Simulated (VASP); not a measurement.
# B (I4_1/amd) in VASP: relaxation of cell and atoms with r2SCAN

Aim: the relaxation of cell and atoms of B with r2SCAN.

All numbers are computed with VASP 6.6.1; they aren't measurements. Logs are shortened: lines on timing, memory, paths and dates and some standing lists are left out, and cuts for length are marked.

## (1) The cell of the first run

Symmetry: I4_1/amd, No. 141, tetragonal system. The conventional cell has a = 3.746 Å, b = 3.746 Å, c = 2.043 Å, α = 90.00°, β = 90.00°, γ = 90.00°. Within 2.6 Å of B (site symmetry -4m2) lie 10 B at 1.94 to 2.42 Å.

## (2) Relaxation of cell and atoms, r2SCAN

POSCAR reads:

```
B
1.0
   -1.8728847213      1.8728847213      1.0216931879
    1.8728847213     -1.8728847213      1.0216931879
    1.8728847213      1.8728847213     -1.0216931879
B
2
Direct
    0.0000000000      0.0000000000      0.0000000000
    0.7500000000      0.2500000000      0.5000000000
```

INCAR.step1 reads:

```
  PREC = Accurate
  ENCUT = 600
  ISMEAR = 0
  SIGMA = 0.1
  LREAL = False
  LASPH = True
  NELM = 60
  GGA = PE
  ALGO = Normal
  EDIFF = 1E-4
  LWAVE = True
  LCHARG = False
```

INCAR.step2 reads:

```
  PREC = Accurate
  ENCUT = 600
  EDIFF = 1E-6
  ISMEAR = 0
  SIGMA = 0.1
  LREAL = False
  LASPH = True
  NELM = 60
  ALGO = Normal
  ISIF = 3
  LWAVE = False
  LCHARG = False
  METAGGA = R2SCAN
  LMIXTAU = True
  IBRION = 2
  NSW = 90
  EDIFFG = -0.04
  ISTART = 1
```

KPOINTS reads:

```
regular mesh
0
Gamma
  10 10 10
```

Potentials or basis: VASP PAW PBE potentials, release 64 (B).

Run with:

```sh
$ cat potpaw_PBE.64/B/POTCAR > POTCAR
$ cp INCAR.step1 INCAR
$ mpirun -np 1 vasp_std > vasp.out
$ cp INCAR.step2 INCAR
$ mpirun -np 1 vasp_std > vasp.out
```

OUTCAR:

```text
PREC = Accurate
   ENCUT = 600
   EDIFF = 1E-6
   ISMEAR = 0
   LREAL = False
   LASPH = True
   NELM = 60
   ISIF = 3
   METAGGA = R2SCAN
   IBRION = 2
   NSW = 90
   EDIFFG = -0.04
   ISTART = 1

 ion  position               nearest neighbor table
   1  0.000  0.000  0.000-   2 1.94   2 1.94   2 1.94   2 1.94
   2  0.750  0.250  0.500-   1 1.94   1 1.94   1 1.94   1 1.94

  LATTYP: Found a body centered tetragonal cell.
 ALAT       =     3.7457694426
 C/A-ratio  =     0.5455184595

  Lattice vectors:

 A1 = (  -1.8728847213,   1.8728847213,   1.0216931879)
 A2 = (   1.8728847213,  -1.8728847213,   1.0216931879)
 A3 = (   1.8728847213,   1.8728847213,  -1.0216931879)

Analysis of symmetry for initial positions (statically):
=====================================================================
 Subroutine PRICEL returns:
 Original cell was already a primitive cell.

 Routine SETGRP: Setting up the symmetry group for a
 body centered tetragonal supercell.

 Subroutine GETGRP returns: Found 16 space group operations
 (whereof  8 operations were pure point group operations)
 out of a pool of 16 trial point group operations.

The static configuration has the point symmetry D_2d.
 The point group associated with its full space group is D_4h.

Analysis of symmetry for dynamics (positions and initial velocities):
=====================================================================
 Subroutine PRICEL returns:
 Original cell was already a primitive cell.

 Routine SETGRP: Setting up the symmetry group for a
 body centered tetragonal supercell.

 Subroutine GETGRP returns: Found 16 space group operations
 (whereof  8 operations were pure point group operations)
 out of a pool of 16 trial point group operations.

The dynamic configuration has the point symmetry D_2d.
 The point group associated with its full space group is D_4h.

 Subroutine INISYM returns: Found 16 space group operations
 (whereof  8 operations are pure point group operations),
 and found     1 'primitive' translations

----------------------------------------------------------------------------------------

                                     Primitive cell

  volume of cell :      14.3352

  direct lattice vectors                    reciprocal lattice vectors
    -1.872884721  1.872884721  1.021693188     0.000000000  0.266967846  0.489383707
     1.872884721 -1.872884721  1.021693188     0.266967846  0.000000000  0.489383707
     1.872884721  1.872884721 -1.021693188     0.266967846  0.266967846  0.000000000

  length of vectors
     2.838882056  2.838882056  2.838882056     0.557465913  0.557465913  0.377549549

  position of ions in fractional coordinates (direct lattice)
     0.000000000  0.000000000  0.000000000
     0.750000000  0.250000000  0.500000000

  ion indices of the primitive-cell ions
   primitive index   ion index
                 1           1
                 2           2

----------------------------------------------------------------------------------------

 KPOINTS: regular mesh

Automatic generation of k-mesh.
 Grid dimensions read from file:
 generate k-points for:   10   10   10

 Generating k-lattice:

  Cartesian coordinates                     Fractional coordinates (reciprocal lattice)
     0.000000000  0.026696785  0.048938371     0.100000000  0.000000000  0.000000000
     0.026696785  0.000000000  0.048938371     0.000000000  0.100000000  0.000000000
     0.026696785  0.026696785  0.000000000     0.000000000  0.000000000  0.100000000

  Length of vectors
     0.055746591  0.055746591  0.037754955

  Shift w.r.t. Gamma in fractional coordinates (k-lattice)
     0.000000000  0.000000000  0.000000000

 Subroutine IBZKPT returns following result:
 ===========================================

 Found    102 irreducible k-points:

 Following reciprocal coordinates:
            Coordinates               Weight
  0.000000  0.000000  0.000000      1.000000
  0.100000  0.000000 -0.000000      8.000000
  0.200000  0.000000 -0.000000      8.000000
  0.300000  0.000000 -0.000000      8.000000
  0.400000  0.000000  0.000000      8.000000
  0.500000  0.000000  0.000000      4.000000
[... 16 lines left out ...]
  0.300000  0.300000  0.000000      8.000000
  0.400000  0.300000 -0.000000     16.000000
 [... further k-points ...]
   k-points           NKPTS =    102   k-points in BZ     NKDIM =    102   number of bands    NBANDS=      7
   number of dos      NEDOS =    301   number of ions     NIONS =      2
   total plane-waves  NPLWV =  13824
   dimension x,y,z NGX =    24 NGY =   24 NGZ =   24
   dimension x,y,z NGXF=    48 NGYF=   48 NGZF=   48
   ions per type =               2
   NGX,Y,Z   is equivalent  to a cutoff of  14.05, 14.05, 14.05 a.u.
   NGXF,Y,Z  is equivalent  to a cutoff of  28.11, 28.11, 28.11 a.u.
 SYSTEM =  unknown system
   PREC   = accura    normal or accurate (medium, high low for compatibility)
   ISTART =      1    job   : 0-new  1-cont  2-samecut
   ICHARG =      0    charge: 1-file 2-atom 10-const
   ISPIN  =      1    spin polarized calculation?
   LNONCOLLINEAR =      F non collinear calculations
   LSORBIT =      F    spin-orbit coupling
   LASPH  =      T    aspherical Exc in radial PAW
   ENCUT  =  600.0 eV  44.10 Ry    6.64 a.u.   5.67  5.67  5.67*2*pi/ulx,y,z
   NELM   =     60;   NELMIN=  2; NELMDL=  0     # of ELM steps
   EDIFF  = 0.1E-05   stopping-criterion for ELM
   LREAL  =      F    real-space projection
   EDIFFG = -.4E-01   stopping-criterion for IOM
   NSW    =     90    number of steps for IOM
   IBRION =      2    ionic relax: 0-MD 1-quasi-New 2-CG
   NFREE  =      1    steps in history (QN), initial steepest desc. (CG)
   ISIF   =      3    stress and relaxation
   ISYM   =      2    0-nonsym 1-usesym 2-fastsym
   POTIM  = 0.5000    time-step for ionic-motion
   TEBEG  =    0.0;   TEEND  =   0.0 temperature during run
   PSTRESS=    0.0 pullay stress
   NELECT =       6.0000    total number of electrons
   NUPDOWN=      -1.0000    fix difference up-down
   EMIN   =  10.00;   EMAX   =-10.00  energy-range for DOS
   EFERMI =   0.00;   METHOD = LEGACY
   ISMEAR =     0;   SIGMA  =   0.10  broadening in eV -4-tet -1-fermi 0-gaus
   EFERMI_NEDOS =   21; number of points for ismear=-14 and -15
   IALGO  =     38    algorithm
   IMIX   =      4    mixing-type and parameters
     AMIX     =   0.40;   BMIX     =  1.00
     AMIX_MAG =   1.60;   BMIX_MAG =  1.00
  volume/ion in A,a.u.               =       7.17        48.37
  Fermi-wavevector in a.u.,A,eV,Ry     =   1.224591  2.314141 20.403610  1.499623
  Thomas-Fermi vector in A             =   2.359660
   LORBIT       =      0    0 simple, 1 ext, 2 COOP (PROOUT), +10 PAW based schemes
   METAGGA = R2SCAN    functional components
   LHFCALC =     F    Hartree Fock is set to
   AEXX    =    0.0000 exact exchange contribution
   IVDW    =     0    specifies the selected vdW correction
   LEPSILON=     F    determine dielectric tensor
   LRPA    =     F    only Hartree local field effects (RPA)
 conjugate gradient relaxation of ions
 non-spin polarized calculation
 Gauss-broadening in eV      SIGMA  =   0.10
  energy-cutoff  :      600.00
  volume of cell :       14.34
 maximum number of plane-waves:       492
   NGX = 11   NGY = 11   NGZ = 11

--------------------------------------- Ionic step        1  -------------------------------------------

 number of electron       6.0000000 magnetization

 Free energy of the ion-electron system (eV)
  ---------------------------------------------------
  ext. energy  EPLUGINS =         0.00000000
  ---------------------------------------------------
  free energy    TOTEN  =       -11.62218177 eV

  energy without entropy =      -11.61854988  energy(sigma->0) =      -11.62036582

------------------------ aborting loop because EDIFF is reached ----------------------------------------

  FORCE on cell =-STRESS in cart. coord.  units (eV):
  Direction    XX          YY          ZZ          XY          YZ          ZX
  --------------------------------------------------------------------------------------
  -------------------------------------------------------------------------------------
  Total       -0.1779340     -0.1779340     -2.6967449      0.0000000      0.0000000      0.0000000
  in kB      -19.8868911    -19.8868911   -301.4032098      0.0000000      0.0000000      0.0000000
  external PRESSURE =    -113.7256640 kB  Pullay stress =       0.0000000 kB
[... 89 lines left out ...]
  FREE ENERGIE OF THE ION-ELECTRON SYSTEM (eV)
  ---------------------------------------------------
  free  energy   TOTEN  =       -11.4401193298 eV

  energy  without entropy=      -11.4377954787  energy(sigma->0) =      -11.43895740

 E-fermi :  10.0028     XC(G=0): -13.8738

 val. band max:        9.9939728549   @ k =   0.4000   0.2000  -0.0000
 cond. band min:      10.0486199127   @ k =   0.3000   0.2000  -0.0000
 fundamental gap:      0.0546470578
 Fermi energy:        10.0027985972

 k-point     1 :       0.0000    0.0000    0.0000
  band No.  band energies     occupation
      1      -9.7505      2.00000
      2       4.6749      2.00000
      3       4.6749      2.00000
      4      10.8503      0.00000
      5      15.9201      0.00000
      6      20.9589      0.00000
      7      20.9589      0.00000
[... 221 lines left out ...]
 k-point    24 :       0.4000    0.3000   -0.0000
  band No.  band energies     occupation
      1      -1.7229      2.00000
      2      -0.0072      2.00000
      3      10.0499      0.50492
      4      11.7221      0.00000
      5      15.6186      0.00000
      6      20.1161      0.00000
      7      25.0102      0.00000

 [... further k-points ...]

[... ionic steps 4 to 11 ...]

--------------------------------------- Ionic step       12  -------------------------------------------

 number of electron       6.0000000 magnetization

------------------------ aborting loop because EDIFF is reached ----------------------------------------

  FORCE on cell =-STRESS in cart. coord.  units (eV):
  Direction    XX          YY          ZZ          XY          YZ          ZX
  --------------------------------------------------------------------------------------
  -------------------------------------------------------------------------------------
  Total        0.4563885      0.4563885     -0.4100929      0.0000000      0.0000000      0.0000000
  in kB       45.8685333     45.8685333    -41.2156754      0.0000000      0.0000000      0.0000000
  external PRESSURE =      16.8404637 kB  Pullay stress =       0.0000000 kB
[... 57 lines left out ...]
  energy  without entropy=      -12.7095013027  energy(sigma->0) =      -12.71034431

--------------------------------------- Ionic step       14  -------------------------------------------

 number of electron       6.0000000 magnetization

 Free energy of the ion-electron system (eV)
  ---------------------------------------------------
  ext. energy  EPLUGINS =         0.00000000
  ---------------------------------------------------
  free energy    TOTEN  =       -12.71351502 eV

  energy without entropy =      -12.71211334  energy(sigma->0) =      -12.71281418

 E-fermi :   5.7207     XC(G=0): -11.9805

 val. band max:        5.7001040332   @ k =   0.5000   0.3000   0.1000
 cond. band min:       5.7701601281   @ k =  -0.3000  -0.4000   0.1000
 fundamental gap:      0.0700560950
 Fermi energy:         5.7207438275

 k-point     1 :       0.0000    0.0000    0.0000
  band No.  band energies     occupation
      1      -9.7770      2.00000
      2       1.1261      2.00000
      3       1.1261      2.00000
      4       1.4650      2.00000
      5      11.2879      0.00000
      6      11.2879      0.00000
      7      11.4120      0.00000
[... 221 lines left out ...]
 k-point    24 :       0.4000    0.3000   -0.0000
  band No.  band energies     occupation
      1      -3.0811      2.00000
      2      -2.0152      2.00000
      3       6.3828      0.00000
      4       7.4613      0.00000
      5      11.8962      0.00000
      6      13.2279      0.00000
      7      18.9359      0.00000

 [... further k-points ...]

------------------------ aborting loop because EDIFF is reached ----------------------------------------

  FORCE on cell =-STRESS in cart. coord.  units (eV):
  Direction    XX          YY          ZZ          XY          YZ          ZX
  --------------------------------------------------------------------------------------
  -------------------------------------------------------------------------------------
  Total       -0.0025512     -0.0025512     -0.0525575      0.0000000      0.0000000      0.0000000
  in kB       -0.2479471     -0.2479471     -5.1079697      0.0000000      0.0000000      0.0000000
  external PRESSURE =      -1.8679547 kB  Pullay stress =       0.0000000 kB
[... 17 lines left out ...]
  FREE ENERGIE OF THE ION-ELECTRON SYSTEM (eV)
  ---------------------------------------------------
  free  energy   TOTEN  =       -12.7135150176 eV

  energy  without entropy=      -12.7121133366  energy(sigma->0) =      -12.71281418

 reached required accuracy - stopping structural energy minimisation
```

Run time: 2.5 min. Hardware: 1 thread of Intel Xeon 6975P-C (Granite Rapids), shared host; peak memory 0.13 GiB.

Results:

```
Free energy                           : -12.7135 eV
Relaxed volume                        : 8.24 Å³/atom
Relaxed cell                          : a = 3.319 Å, b = 3.319 Å, c = 3.319 Å, α = 93.28°, β = 93.28°, γ = 152.33°
Space group after relaxing (to 0.1 Å) : I4_1/amd (No. 141)
Energy gained by relaxing             : 545.7 meV/atom
Ionic steps                           : 14
Pressure after relaxing               : -0.2 GPa
Band gap on the k mesh                : zero (bands 3 and 4 overlap by 12.77 eV)
```

The path:
```
step  energy change (eV)  largest force (eV/Å)  pressure (GPa)  volume (Å³)
   1              0.0000                0.0000          -11.37        14.34
   2             -0.1866                0.0000            0.41        13.29
   3              0.1821                0.0000          105.65        10.24
   4             -0.2713                0.0000           10.85        12.63
   5             -0.2873                0.0000           27.83        11.94
   6             -0.3448                0.0000           30.31        11.85
   7             -0.4099                0.0000           38.57        11.68
   8             -0.2285                0.0000           80.32        11.28
   9             -0.4124                0.0000           41.16        11.64
  10             -0.5261                0.0000           31.27        12.04
  11             -0.8025                0.0000           14.98        13.29
  12             -1.0823                0.0000            1.68        15.94
  13             -1.0890                0.0000           -1.10        16.76
  14             -1.0913                0.0000           -0.19        16.49
```

Final structure:
```xyz
2
Lattice="-2.2788 2.2788 0.7937 2.2788 -2.2788 0.7937 2.2788 2.2788 -0.7937" Properties=species:S:1:pos:R:3 pbc="T T T"
B     0.0000    0.0000    0.0000
B     0.0000    2.2788    0.3968
```

Caveat: a cell axis changed by over 15 % at a fixed basis, so the end point is rough; the PAW data sets were made with another functional, which shifts forces and pressure a little.
